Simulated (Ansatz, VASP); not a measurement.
# LiH in VASP and in Ansatz

The input INCAR:

```
SYSTEM = LiH
PREC     = Accurate       ! precision mode
ENCUT    = 520            ! plane-wave cutoff, eV
EDIFF    = 1E-7           ! SCF threshold, eV
ISMEAR   = 0              ! smearing method
SIGMA    = 0.05           ! smearing width, eV
LREAL    = .FALSE.        ! projectors in reciprocal space
LASPH    = .TRUE.         ! aspherical terms in the spheres
NELM     = 60             ! most SCF steps
ALGO     = Normal         ! electronic algorithm
ISIF     = 2              ! what is computed and relaxed
LWAVE    = .FALSE.        ! write WAVECAR
LCHARG   = .FALSE.        ! write CHGCAR
GGA      = CA             ! functional
NBANDS   = 9              ! bands
```

File KPOINTS:

```
regular mesh
0
G
  10 10 10
  0 0 0
```

POSCAR

```
LiH
1.0
    0.0000000000      2.1951000000      1.9512000000
    2.1951000000      0.0000000000      1.9512000000
    2.1951000000      2.1951000000      0.0000000000
Li H
1 1
Direct
    0.0000000000      0.0000000000      0.0000000000
    0.5000000000      0.5000000000      0.5000000000
```

Input for Ansatz:

```yaml
crystal:
  lattice:
    - [0.0, 2.1951, 1.9512]
    - [2.1951, 0.0, 1.9512]
    - [2.1951, 2.1951, 0.0]
  atoms:
    - { symbol: Li, position: [0.0, 0.0, 0.0] }
    - { symbol: H, position: [0.5, 0.5, 0.5] }
basis:
  ecutwfc: 420
kpoints:
  mp_grid: { grid: [10, 10, 10] }
hamiltonian:
  xc: lda
scf:
  occupations: { method: gaussian, width: 0.05 }
output:
  forces: true
  stress: true
  eigenvalues: true
```

Change from the starting cell: strain +0.080 along x and y, -0.040 along z, atoms carried along.

Alike in both runs: task single point; functional LDA; k mesh 10 × 10 × 10; occupations gaussian, width 0.05 eV; no spin polarisation.

|  | VASP | Ansatz |
| --- | --- | --- |
| version | VASP 6.6.1 | Ansatz 0.2.0 |
| potentials or method | VASP PAW LDA potentials, release 64 (Li_sv, H), cutoff 520 eV | scalar-relativistic, plane waves, PAW |
| valence electrons in the cell | 4 | 4 |

Ansatz gave:

- gap on the k mesh at the Fermi level (eV): 1.77
- least direct gap on the mesh (eV): 2.58

Question: What did VASP give for the same quantities?

Answer: gap on the k mesh at the Fermi level (eV): 1.77; least direct gap on the mesh (eV): 2.57.

LDA's correlation is that of Perdew and Zunger in VASP and of Perdew and Wang (1992) in Ansatz.

Noted on VASP's run: the cutoff is short for stress, so the pressure is rough.
